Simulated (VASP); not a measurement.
## Ir: electric field gradients with PBEsol

Ir:

```
Ir
1.0
    -0.03839    1.90050    1.90050
     1.90050   -0.03839    1.90050
     1.90050    1.90050   -0.03839
Ir
1
Direct
  0.00000 0.00000 0.00000
```

This cell differs from its parent crystal: equal xy, yz and zx shear strains of -2 %.

| Quantity | Value |
| --- | --- |
| Program | VASP 6.6.1 |
| Task | electric field gradients |
| Functional | PBEsol |
| Potentials or basis | VASP PAW PBE potentials, release 64 (Ir) |
| Cutoff | 520 eV |
| k mesh | 15 × 15 × 15 |
| Occupations | fermi-dirac, width 0.05 eV |
| Spin | no spin polarisation |
| Dipole correction | no |
| Further INCAR settings | ALGO = Normal; EDIFF = 1e-08; NBANDS = 10 |

```yaml
Pressure: -1.3 GPa
```

Stress tensor (GPa, compression positive):
```
-1.26  5.50  5.50
 5.50 -1.26  5.50
 5.50  5.50 -1.26
```

Levels at points of the mesh, in eV from the Fermi level:
```
           k point  band 1  band 2  band 3  band 4  band 5  band 6  band 7  band 8
(0.00, 0.00, 0.00)  -11.24   -4.12   -4.12   -3.63   -1.21   -1.21   14.26   19.54
```

Electric field gradients, principal values (V/Å²):
```csv
atom,least,middle,greatest (by size)
1 Ir,24.193,24.193,-48.385
```

Wall time 17 s on 1 thread of Intel(R) Xeon(R) 6975P-C (Granite Rapids) (shared host), peak memory 0.16 GiB.

Caveat: the cell differs from its parent crystal (equal xy, yz and zx shear strains of -2 %); without QUAD_EFG the Cq values of the log hold for a quadrupole moment of 1 mb, not for the nuclei; the PAW data sets were made with another functional, which shifts forces and pressure a little; spin-orbit coupling is left out, which moves the levels of the heavy elements.
